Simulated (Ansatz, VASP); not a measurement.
**Two plane-wave programs on InSe**

```
In Se
1.0
     0.00000    2.96293    2.96293
     2.96293    0.00000    2.96293
     2.96293    2.96293    0.00000
In Se
1 1
Cartesian
  0.0000 0.0000 0.0000
  2.9629 2.9629 2.9629
```

Change from the starting cell: species swapped into the TmP type (Fm-3m, No. 225).

Alike in both runs: functional PBE; k mesh 16 × 16 × 16; occupations gaussian, width 0.1 eV; no spin polarisation.

Ansatz relaxed the structure, and its values are those at the end. VASP's run is a single point on that final structure, the one shown.

|  | VASP | Ansatz |
| --- | --- | --- |
| version | VASP 6.6.1 | Ansatz 0.2.0 |
| potentials or method | VASP PAW PBE potentials, release 64 (In_d, Se), cutoff 520 eV | scalar-relativistic, plane waves, PAW |
| valence electrons in the cell | 19 | 29 |

```tsv
	VASP	Ansatz	Ansatz less VASP
gap on the k mesh at the Fermi level (eV)	none	none	-
pressure (GPa)	0.0	0.0	0.00
```

A gap of «none» marks a metal or a gap that the smearing closes. VASP's potentials hold 19 valence electrons a cell and Ansatz's 29, so a difference there can come from the potentials and not from the codes.
